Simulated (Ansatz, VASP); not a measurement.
# Two plane-wave programs on GaAs

```
Ga As
1.0
     0.00000    2.82930    2.82930
     2.82930    0.00000    2.82930
     2.82930    2.82930    0.00000
Ga As
1 1
Direct
  0.00000 0.00000 0.00000
  0.25000 0.25000 0.25000
```

Alike in both runs: task relaxation of cell and atoms; functional PBEsol; k mesh 8 × 8 × 8; occupations gaussian, width 0.05 eV; no spin polarisation.

```csv
,VASP,Ansatz
version,VASP 6.6.1,Ansatz 0.2.0
potentials or method,"VASP PAW PBE potentials, release 64 (Ga_d, As)","scalar-relativistic, plane waves, PAW"
plane-wave cutoff (eV),500,420
valence electrons in the cell,18,28
```

|  | VASP | Ansatz | Ansatz less VASP |
| --- | --- | --- | --- |
| gap on the k mesh at the Fermi level, each at its own relaxed structure (eV) | 0.42 | 0.42 | +0.003 |
| relaxed volume (Å³/atom) | 22.70 | 22.65 | -0.051 |
| relaxed cell length with the largest relative difference (Å) | 4.004 | 4.001 | -0.0030 |

VASP's potentials were made for PBE, not for PBEsol. VASP's potentials hold 18 valence electrons a cell and Ansatz's 28, so a difference there can come from the potentials and not from the codes.
